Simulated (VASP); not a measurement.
# Ge (Cmcm) in VASP: single point with r2SCAN

Aim: the single point of Ge with r2SCAN.

All numbers are computed with VASP 6.6.1; they aren't measurements. Logs are shortened: lines on timing, memory, paths and dates and some standing lists are left out, and cuts for length are marked.

## Step 1: The cell of the first run

The typed cell holds 2 atoms: a = 2.954 Å, b = 2.954 Å, c = 5.299 Å, α = 90.00°, β = 90.00°, γ = 123.52°.

## Step 2: Single point, r2SCAN (strain +0.0300 x Voigt [0, 1, 0, 0, 0, 0])

Contents of POSCAR:

```
Ge
1.0
    1.3975921240     -2.6020010848      0.0000000000
    1.3975921240      2.6020010848      0.0000000000
    0.0000000000      0.0000000000      5.2992283745
Ge
2
Direct
    0.5002627511      0.4997372489      0.2500000000
    0.4997372489      0.5002627511      0.7500000000
```

Contents of INCAR.step1:

```
SYSTEM = Ge
PREC     = Accurate       ! precision mode
ENCUT    = 520            ! plane-wave cutoff, eV
ISMEAR   = 0              ! smearing method
SIGMA    = 0.15           ! smearing width, eV
LREAL    = .False.        ! projectors in reciprocal space
LASPH    = .True.         ! aspherical terms in the spheres
NELM     = 60             ! most SCF steps
NBANDS   = 21             ! bands
GGA      = PE             ! functional
ALGO     = Normal         ! electronic algorithm
EDIFF    = 1E-4           ! SCF threshold, eV
LWAVE    = .True.         ! write WAVECAR
LCHARG   = .False.        ! write CHGCAR
```

Contents of INCAR.step2:

```
SYSTEM = Ge
PREC     = Accurate       ! precision mode
ENCUT    = 520            ! plane-wave cutoff, eV
EDIFF    = 1E-6           ! SCF threshold, eV
ISMEAR   = 0              ! smearing method
SIGMA    = 0.15           ! smearing width, eV
LREAL    = .False.        ! projectors in reciprocal space
LASPH    = .True.         ! aspherical terms in the spheres
NELM     = 60             ! most SCF steps
ALGO     = Normal         ! electronic algorithm
ISIF     = 2              ! what is computed and relaxed
LWAVE    = .False.        ! write WAVECAR
LCHARG   = .False.        ! write CHGCAR
METAGGA  = R2SCAN         ! meta-GGA
LMIXTAU  = .True.       
NBANDS   = 21             ! bands
ISTART   = 1
```

Contents of KPOINTS:

```
regular mesh
0
Gamma
  24 24 12
  0 0 0
```

Potentials or basis: VASP PAW PBE potentials, release 64 (Ge_d).

Started as:

```sh
> cat potpaw_PBE.64/Ge_d/POTCAR > POTCAR
> cp INCAR.step1 INCAR
> mpirun -np 1 vasp_std > vasp.out
> cp INCAR.step2 INCAR
> mpirun -np 1 vasp_std > vasp.out
```

OUTCAR:

```text
SYSTEM = Ge
   PREC = Accurate
   ENCUT = 520
   EDIFF = 1E-6
   ISMEAR = 0
   LREAL = .False.
   LASPH = .True.
   NELM = 60
   ISIF = 2
   METAGGA = R2SCAN
   ISTART = 1

 ion  position               nearest neighbor table
   1  0.500  0.500  0.250-   2 2.65   2 2.65
   2  0.500  0.500  0.750-   1 2.65   1 2.65

  LATTYP: Found a base centered orthorhombic cell.
 ALAT       =     2.7951842480
 B/A-ratio  =     1.8617742903
 C/A-ratio  =     1.8958422431

  Lattice vectors:

 A1 = (   1.3975921240,  -2.6020010848,   0.0000000000)
 A2 = (   1.3975921240,   2.6020010848,   0.0000000000)
 A3 = (   0.0000000000,   0.0000000000,   5.2992283745)

Analysis of symmetry for initial positions (statically):
=====================================================================
 Subroutine PRICEL returns:
 Original cell was already a primitive cell.

 Routine SETGRP: Setting up the symmetry group for a
 base centered orthorhombic supercell.

 Subroutine GETGRP returns: Found  8 space group operations
 (whereof  4 operations were pure point group operations)
 out of a pool of  8 trial point group operations.

The static configuration has the point symmetry C_2h.
 The point group associated with its full space group is D_2h.

Analysis of symmetry for dynamics (positions and initial velocities):
=====================================================================
 Subroutine PRICEL returns:
 Original cell was already a primitive cell.

 Routine SETGRP: Setting up the symmetry group for a
 base centered orthorhombic supercell.

 Subroutine GETGRP returns: Found  8 space group operations
 (whereof  4 operations were pure point group operations)
 out of a pool of  8 trial point group operations.

The dynamic configuration has the point symmetry C_2h.
 The point group associated with its full space group is D_2h.

 Subroutine INISYM returns: Found  8 space group operations
 (whereof  4 operations are pure point group operations),
 and found     1 'primitive' translations

----------------------------------------------------------------------------------------

                                     Primitive cell

  volume of cell :      38.5417

  direct lattice vectors                    reciprocal lattice vectors
     1.397592124 -2.602001085  0.000000000     0.357758170 -0.192159797  0.000000000
     1.397592124  2.602001085  0.000000000     0.357758170  0.192159797  0.000000000
[... 83 lines left out ...]
   ENCUT  =  520.0 eV  38.22 Ry    6.18 a.u.   5.49  5.49  9.85*2*pi/ulx,y,z
   NELM   =     60;   NELMIN=  2; NELMDL=  0     # of ELM steps
   EDIFF  = 0.1E-05   stopping-criterion for ELM
   LREAL  =      F    real-space projection
   EDIFFG = 0.1E-04   stopping-criterion for IOM
   NSW    =      0    number of steps for IOM
   IBRION =     -1    ionic relax: 0-MD 1-quasi-New 2-CG
   NFREE  =      0    steps in history (QN), initial steepest desc. (CG)
   ISIF   =      2    stress and relaxation
   ISYM   =      2    0-nonsym 1-usesym 2-fastsym
   POTIM  = 0.5000    time-step for ionic-motion
   TEBEG  =    0.0;   TEEND  =   0.0 temperature during run
   PSTRESS=    0.0 pullay stress
   NELECT =      28.0000    total number of electrons
   NUPDOWN=      -1.0000    fix difference up-down
   EMIN   =  10.00;   EMAX   =-10.00  energy-range for DOS
   EFERMI =   0.00;   METHOD = LEGACY
   ISMEAR =     0;   SIGMA  =   0.15  broadening in eV -4-tet -1-fermi 0-gaus
   EFERMI_NEDOS =   21; number of points for ismear=-14 and -15
   IALGO  =     38    algorithm
   IMIX   =      4    mixing-type and parameters
     AMIX     =   0.40;   BMIX     =  1.00
     AMIX_MAG =   1.60;   BMIX_MAG =  1.00
  volume/ion in A,a.u.               =      19.27       130.05
  Fermi-wavevector in a.u.,A,eV,Ry     =   1.471693  2.781097 29.468604  2.165881
  Thomas-Fermi vector in A             =   2.586798
   LORBIT       =      0    0 simple, 1 ext, 2 COOP (PROOUT), +10 PAW based schemes
   METAGGA = R2SCAN    functional components
   LHFCALC =     F    Hartree Fock is set to
   AEXX    =    0.0000 exact exchange contribution
   IVDW    =     0    specifies the selected vdW correction
   LEPSILON=     F    determine dielectric tensor
   LRPA    =     F    only Hartree local field effects (RPA)
 non-spin polarized calculation
 Gauss-broadening in eV      SIGMA  =   0.15
  energy-cutoff  :      520.00
  volume of cell :       38.54
 maximum number of plane-waves:      1055
 NGX is ok and might be reduce to    24
   NGX = 11   NGY = 11   NGZ = 19

 number of electron      28.0000012 magnetization

 Free energy of the ion-electron system (eV)
  ---------------------------------------------------
  ext. energy  EPLUGINS =         0.00000000
  ---------------------------------------------------
  free energy    TOTEN  =       -26.96216421 eV

  energy without entropy =      -26.95238583  energy(sigma->0) =      -26.95727502

 E-fermi :   6.2980     XC(G=0): -12.1734

 val. band max:        6.2936011593   @ k =   0.4167   0.1667   0.1667
 cond. band min:       6.2991461819   @ k =   0.4583   0.2083   0.1667
 fundamental gap:      0.0055450226
 Fermi energy:         6.2980054662

 k-point     1 :       0.0000    0.0000    0.0000
  band No.  band energies     occupation
      1     -19.2320      2.00000
      2     -19.1497      2.00000
      3     -19.1375      2.00000
      4     -19.0953      2.00000
      5     -19.0841      2.00000
      6     -19.0626      2.00000
[... 565 lines left out ...]
     20      17.9856      0.00000
     21      18.9632      0.00000

 [... further k-points ...]

------------------------ aborting loop because EDIFF is reached ----------------------------------------

  FORCE on cell =-STRESS in cart. coord.  units (eV):
  Direction    XX          YY          ZZ          XY          YZ          ZX
  --------------------------------------------------------------------------------------
  -------------------------------------------------------------------------------------
  Total       -0.4562242     -0.9617378     -0.0903911      0.0000000      0.0000000      0.0000000
  in kB      -18.9652424    -39.9794401     -3.7575572      0.0000000      0.0000000      0.0000000
  external PRESSURE =     -20.9007466 kB  Pullay stress =       0.0000000 kB

 VOLUME and BASIS-vectors are now :
 -----------------------------------------------------------------------------
  energy-cutoff  :      520.00
  volume of cell :       38.54
      direct lattice vectors                 reciprocal lattice vectors
     1.397592124 -2.602001085  0.000000000     0.357758170 -0.192159797  0.000000000
     1.397592124  2.602001085  0.000000000     0.357758170  0.192159797  0.000000000
     0.000000000  0.000000000  5.299228375     0.000000000  0.000000000  0.188706719

 POSITION                                       TOTAL-FORCE (eV/Angst)
 -----------------------------------------------------------------------------------
      1.39759     -0.00137      1.32481         0.000000      0.000504      0.000000
      1.39759      0.00137      3.97442         0.000000     -0.000504      0.000000
 -----------------------------------------------------------------------------------
    total drift:                                0.000000     -0.000000     -0.000000

  FREE ENERGIE OF THE ION-ELECTRON SYSTEM (eV)
  ---------------------------------------------------
  free  energy   TOTEN  =       -26.9621642065 eV

  energy  without entropy=      -26.9523858326  energy(sigma->0) =      -26.95727502
```

Run time: 82 min. Hardware: 1 thread of Oxide Virtual Turin-like, shared host; peak memory 0.69 GiB.

Results:

```yaml
Free_energy: -26.9622 eV
Pressure: -2.1 GPa
Band_gap_on_the_k_mesh: zero (bands 14 and 15 overlap by 9.86 eV)
```

Stress tensor (GPa, compression positive):
```
-1.90  0.00  0.00
 0.00 -4.00  0.00
 0.00  0.00 -0.38
```

Levels at points of the mesh, in eV from the Fermi level:
| k point | band 12 | band 13 | band 14 | band 15 | band 16 | band 17 |
| --- | --- | --- | --- | --- | --- | --- |
| (0.00, 0.00, 0.00) | -9.40 | -6.04 | 7.33 | 7.59 | 8.92 | 10.64 |
| (0.50, 0.00, 0.00) | -5.70 | -3.50 | -2.37 | -1.96 | 3.46 | 4.09 |
| (0.50, 0.50, 0.00) | -5.91 | -4.55 | -2.62 | -2.53 | 3.72 | 5.33 |
| (0.00, 0.00, 0.50) | -12.31 | -0.33 | -0.33 | 8.61 | 8.61 | 10.20 |
| (0.50, 0.00, 0.50) | -6.97 | -4.45 | -4.45 | 4.25 | 4.25 | 4.71 |
| (0.50, 0.50, 0.50) | -7.89 | -4.65 | -4.65 | 3.49 | 3.49 | 6.60 |

Caveat: the cell differs from its parent crystal (strain +0.0300 x Voigt [0, 1, 0, 0, 0, 0]); the PAW data sets were made with another functional, which shifts forces and pressure a little.
